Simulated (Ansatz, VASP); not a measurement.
**One calculation of Te, two programs**

```
Te
1.0
     0.00000    2.27690    2.27690
     2.27690    0.00000    2.27690
     2.27690    2.27690    0.00000
Te
1
Direct
  0.00000 0.00000 0.00000
```

Alike in both runs: task single point; functional PBEsol; k mesh 13 × 13 × 13; occupations fermi-dirac, width 0.1 eV; no spin polarisation.

```csv
,VASP,Ansatz
version,VASP 6.6.1,Ansatz 0.2.0
potentials or method,"VASP PAW PBE potentials, release 64 (Te), cutoff 520 eV","plane waves (420 eV) with PAW, scalar-relativistic"
valence electrons in the cell,6,16
```

```tsv
	VASP	Ansatz	Ansatz less VASP
pressure (GPa)	10.7	10.7	-0.04
```

VASP's potentials were made for PBE, not for PBEsol, and Ansatz warns of the same on its side. The functional is the same, so the differences come from potentials, cutoffs and numerics. VASP's potentials hold 6 valence electrons a cell and Ansatz's 16, so a difference there can come from the potentials and not from the codes.

Spin-orbit coupling is off throughout.
